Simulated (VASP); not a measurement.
Wanted: the native input for a VASP 6.6.1 run.

- Task: single point
- Functional: PBEsol
- Potentials or basis: VASP PAW PBE potentials, release 64 (Cd)
- Cutoff: 520 eV
- k mesh: 10 × 10 × 5
- Occupations: fermi-dirac, width 0.05 eV
- Spin: no spin polarisation
- Dipole correction: no
- Further INCAR settings: ALGO = Fast; EDIFF = 1e-07; NBANDS = 19

The structure of Cd lies in POSCAR:

```
Cd
1.0
    2.9788700000      0.0000000000      0.0000000000
   -1.4894350000      2.5797770946      0.0000000000
    0.0000000000      0.0000000000      5.6176500000
Cd
2
Direct
    0.6558780000      0.3294790000      0.7612670000
    0.3121480000      0.6811190000      0.2579970000
```

This cell differs from its parent crystal: atoms moved at random.

One way to write it, as run:

INCAR

```
SYSTEM = Cd
PREC = Accurate
ENCUT = 520
EDIFF = 1E-7
ISMEAR = -1
SIGMA = 0.05
LREAL = .FALSE.
LASPH = .TRUE.
NELM = 60
ALGO = Fast
ISIF = 2
LWAVE = .FALSE.
LCHARG = .FALSE.
GGA = PS
NBANDS = 19
```

KPOINTS

```
regular mesh
0
G
  10 10 5
  0 0 0
```

Potentials or basis: VASP PAW PBE potentials, release 64 (Cd).

Run with:

```console
$ cat potpaw_PBE.64/Cd/POTCAR > POTCAR
$ mpirun -np 1 vasp_std > vasp.out
```

Results of the run:

The pressure is -1.2 GPa, the largest force is 0.034 eV/Å and the band gap on the k mesh is zero (bands 12 and 13 overlap by 4.08 eV).

Caveat: the cell differs from its parent crystal (atoms moved at random); the PAW data sets were made with another functional, which shifts forces and pressure a little.

It took 5.1 min on 1 thread of AMD EPYC 7R13, with other jobs on the host, peak memory 0.26 GiB.
